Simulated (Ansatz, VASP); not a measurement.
## CsBr: VASP beside Ansatz

Contents of INCAR:

```
PREC = Accurate ; ENCUT = 500
EDIFF = 1E-6 ; ISMEAR = 0
SIGMA = 0.01 ; LREAL = False
LASPH = True ; NELM = 120
ALGO = Normal ; ISIF = 2
LWAVE = False ; LCHARG = False
GGA = PE ; NBANDS = 15
GGA_COMPAT = False
```

Contents of KPOINTS:

```
regular mesh
0
Gamma
  6 6 6
```

POSCAR

```
CsBr
1.0
    4.4753964704      0.0000000000      0.0000000000
    0.0000000000      4.4753964704      0.0000000000
    0.0000000000      0.0000000000      4.4753964704
Cs Br
1 1
Direct
    0.0000000000      0.0000000000      0.0000000000
    0.5000000000      0.5000000000      0.5000000000
```

Input for Ansatz:

```yaml
crystal:
  lattice:
    - [4.4753964704, 0.0, 0.0]
    - [0.0, 4.4753964704, 0.0]
    - [0.0, 0.0, 4.4753964704]
  atoms:
    - { symbol: Cs, position: [0.0, 0.0, 0.0] }
    - { symbol: Br, position: [0.5, 0.5, 0.5] }
kpoints:
  mp_grid: { grid: [6, 6, 6] }
hamiltonian:
  xc: pbe
scf:
  occupations: { method: fixed }
  n_extra_bands: 4
output:
  forces: true
  stress: true
  eigenvalues: true
```

Alike in both runs: task single point; functional PBE; k mesh 6 × 6 × 6; no spin polarisation.

|  | VASP | Ansatz |
| --- | --- | --- |
| version | VASP 6.6.1 | Ansatz 0.2.0 |
| potentials or method | VASP PAW PBE potentials, release 64 (Cs_sv, Br) | plane waves, PAW |
| plane-wave cutoff (eV) | 500 | 420 |
| occupations | gaussian, width 0.01 eV | fixed |
| valence electrons in the cell | 16 | 16 |

Ansatz gave:

```
gap on the k mesh at the Fermi level (eV) : 4.05
pressure (GPa)                            : -0.6
```

Question: What did VASP give for the same quantities?

Answer: gap on the k mesh at the Fermi level (eV): 4.04; pressure (GPa): -0.6.

Neither program's run includes spin-orbit coupling.
